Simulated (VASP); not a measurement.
The system is Sn3Se.

```
Sn Se
1.0
     0.00000    3.75786    3.75786
     3.75786    0.00000    3.75786
     3.75786    3.75786    0.00000
Sn Se
3 1
Direct
  0.50000 0.50000 0.50000
  0.75000 0.75000 0.75000
  0.25000 0.25000 0.25000
  0.00000 0.00000 0.00000
```

This cell differs from its parent crystal: volume scaled by 1.02.

Base run:

```yaml
Program: VASP 6.6.1
Functional: PBEsol
Potentials_or_basis: VASP PAW PBE potentials, release 64 (Sn_d, Se)
Cutoff: 520 eV
k_mesh: 6 × 6 × 6
Occupations: fermi-dirac, width 0.05 eV
Spin: no spin polarisation
```

Its results: band gap on the k mesh zero (band 24 reaches 7.45 eV, above the bottom of band 25 at 5.57 eV); pressure -4.0 GPa.

**Question.** The run is repeated on the same cell with these changes: functional from PBEsol to PBE. What comes out?

**Answer.** Band gap on the k mesh zero (band 24 reaches 7.60 eV, above the bottom of band 25 at 5.75 eV); pressure -1.1 GPa.

PBE binds less tightly than PBEsol, so the same cell stands under more pressure.

Caveats: spin-orbit coupling is left out, which moves the levels of the heavy elements; the PAW data sets were made with another functional, which shifts forces and pressure a little (some runs).
